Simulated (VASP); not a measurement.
Set up this calculation in VASP 6.6.1, as the native input.

```
Task                   : electric field gradients
Functional             : LDA
Potentials or basis    : VASP PAW LDA potentials, release 64 (Y_sv)
Cutoff                 : 520 eV
k mesh                 : 13 × 13 × 13
Occupations            : fermi-dirac, width 0.05 eV
Spin                   : no spin polarisation
Dipole correction      : no
Further INCAR settings : ALGO = Normal; EDIFF = 1e-08; NBANDS = 12
```

The structure of Y lies in POSCAR:

```
Y
1.0
    0.0000000000      2.5337378637      2.5337378637
    2.5337378637      0.0000000000      2.5337378637
    2.5337378637      2.5337378637      0.0000000000
Y
1
Direct
    0.0000000000      0.0000000000      0.0000000000
```

This cell differs from its parent crystal: volume scaled by 1.06.

These files were run (other wordings do the same):

INCAR

```
ALGO = Normal
EDIFF = 1E-8
ENCUT = 520
GGA = CA
ISIF = 2
ISMEAR = -1
LASPH = True
LCHARG = False
LEFG = True
LREAL = False
LWAVE = False
NBANDS = 12
NELM = 60
PREC = Accurate
SIGMA = 0.05
```

KPOINTS

```
k-points
0
Gamma
  13 13 13
```

Potentials or basis: VASP PAW LDA potentials, release 64 (Y_sv).

The run is started by

```console
$ cat potpaw_LDA.64/Y_sv/POTCAR > POTCAR
$ mpirun -np 1 vasp_std > vasp.out
```

Results of the run:

```yaml
Pressure: -3.9 GPa
```

Caveat: without QUAD_EFG the Cq values of the log hold for a quadrupole moment of 1 mb, not for the nuclei.

Wall time 26 s on 1 thread of Intel(R) Xeon(R) 6975P-C (Granite Rapids), on a shared host, peak memory 0.17 GiB.
